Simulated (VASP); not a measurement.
## Ba: single point with r2SCAN

Ba:

```xyz
1
Lattice="3.1641 0.0000 0.0000 -1.0547 2.9831 0.0000 -1.0547 -1.4916 2.5834" Properties=species:S:1:pos:R:3 pbc="T T T"
Ba    0.0000    0.0000    0.0000
```

```json
{"Program": "VASP 6.6.1", "Task": "single point", "Functional": "r2SCAN", "Potentials or basis": "VASP PAW PBE potentials, release 64 (Ba_sv)", "Cutoff": "520 eV", "k mesh": "7 × 7 × 7", "Occupations": "fermi-dirac, width 0.15 eV", "Spin": "no spin polarisation"}
```

The pressure is 36.1 GPa and the band gap on the k mesh is zero (bands 5 and 6 overlap by 4.52 eV).

Levels at points of the mesh, in eV from the Fermi level:
| k point | band 2 | band 3 | band 4 | band 5 | band 6 | band 7 | band 8 | band 9 |
| --- | --- | --- | --- | --- | --- | --- | --- | --- |
| (0.00, 0.00, 0.00) | -12.24 | -12.24 | -12.24 | -0.76 | 2.39 | 2.39 | 2.39 | 5.52 |

Wall time 15 s on 1 thread of AMD EPYC 9R45 96-Core Processor (Zen 5), with other jobs on the host, peak memory 0.11 GiB.

Caveat: the cell stands under pressure; the PAW data sets were made with another functional, which shifts forces and pressure a little; spin-orbit coupling is left out, which moves the levels of the heavy elements.
